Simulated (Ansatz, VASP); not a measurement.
# MgO: VASP beside Ansatz

```
CELL_PARAMETERS angstrom
3.68045 0.00000 0.00000
-1.84023 3.18737 0.00000
0.00000 0.00000 3.74903
ATOMIC_POSITIONS crystal
Mg 0.66667 0.33333 0.75000
Mg 0.33333 0.66667 0.25000
O 0.66667 0.33333 0.25000
O 0.33333 0.66667 0.75000
```

Alike in both runs: task single point; functional LDA; k mesh 12 × 12 × 6; occupations gaussian, width 0.05 eV; no spin polarisation.

|  | VASP | Ansatz |
| --- | --- | --- |
| version | VASP 6.6.1 | Ansatz 0.2.0 |
| potentials or method | VASP PAW LDA potentials, release 64 (Mg_sv, O), cutoff 750 eV | scalar-relativistic, plane waves, PAW |
| valence electrons in the cell | 32 | 32 |

Ansatz gave:

| Property | Result |
| --- | --- |
| gap on the k mesh at the Fermi level (eV) | 3.40 |
| least direct gap on the mesh (eV) | 3.49 |
| pressure (GPa) | 5.4 |
| traceless stress, the component that is largest in VASP (GPa) | 27.07 |

Task: What did VASP give for the same quantities?

Result: gap on the k mesh at the Fermi level (eV): 3.40; least direct gap on the mesh (eV): 3.48; pressure (GPa): 5.5; traceless stress, the component that is largest in VASP (GPa): 27.95.

LDA's correlation is that of Perdew and Zunger in VASP and of Perdew and Wang (1992) in Ansatz.
